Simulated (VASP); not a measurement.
Runs of VASP 6.6.1 on BN. The structure is that of space group P6_3mc (No. 186), or close to it. The cells are those of the table. 

```csv
level,cell,smearing,gap on the mesh (eV),pressure (GPa),largest force (eV/Å)
r2SCAN,"a = 2.394, b = 2.394, c = 3.959 Å, angles 90.0, 90.0, 120.0°, 4 atoms",gaussian 0.01 eV,(b),101.4,-
r2SCAN,"a = 2.462, b = 2.524, c = 4.208 Å, angles 90.0, 90.0, 119.2°, 4 atoms",gaussian 0.01 eV,5.42,15.2,0.01
r2SCAN,"a = 2.544, b = 2.544, c = 3.989 Å, angles 90.0, 90.0, 120.0°, 4 atoms",gaussian 0.01 eV,5.97,26.1,0.01
PBE,"a = 2.544, b = 2.450, c = 4.208 Å, angles 90.0, 90.0, 121.3°, 4 atoms",fermi-dirac 0.02 eV,4.73,27.2,0.07
r2SCAN,"a = 2.544, b = 2.450, c = 4.208 Å, angles 90.0, 90.0, 121.3°, 4 atoms",gaussian 0.01 eV,(a),23.7,0.01
```

Alike in all rows: task single point; potentials or basis VASP PAW PBE potentials, release 64 (B, N); no spin polarisation; k mesh 12 × 12 × 6; cutoff (eV) 520.

Problem. Fill in the values left out.

Solution. (a) 5.26; (b) 5.29.

Caveats: the PAW data sets were made with another functional, which shifts forces and pressure a little (some runs).

A k mesh can miss the band edges.
